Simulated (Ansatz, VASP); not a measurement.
# GdN in VASP and in Ansatz

```
CELL_PARAMETERS angstrom
0.00000 2.49950 2.49950
2.49950 0.00000 2.49950
2.49950 2.49950 0.00000
ATOMIC_POSITIONS crystal
Gd 0.00000 0.00000 0.00000
N 0.50000 0.50000 0.50000
```

Alike in both runs: task single point; functional PBE; k mesh 11 × 11 × 11; occupations fermi-dirac, width 0.05 eV; collinear spin.

|  | VASP | Ansatz |
| --- | --- | --- |
| version | VASP 6.6.1 | Ansatz 0.2.0 |
| potentials or method | VASP PAW PBE potentials, release 64 (Gd, N), cutoff 520 eV | all-electron LAPW, non-relativistic |

VASP gave:

| Property | Result |
| --- | --- |
| pressure (GPa) | -1.5 |
| net moment per atom (μB) | 3.50 |
| size of the moment on the site where the two differ most (μB) | 6.80 |

Q: What did Ansatz give for the same quantities?

A: Pressure (GPa): 7.5; net moment per atom (μB): 3.49; size of the moment on the site where the two differ most (μB): 6.79.

Site moments also hang on the region over which each program counts them. One of these differences is far larger than is usual between the two programs; its cause wasn't traced. Ansatz ran all-electron here, and VASP with PAW potentials.

Spin-orbit coupling is off throughout.
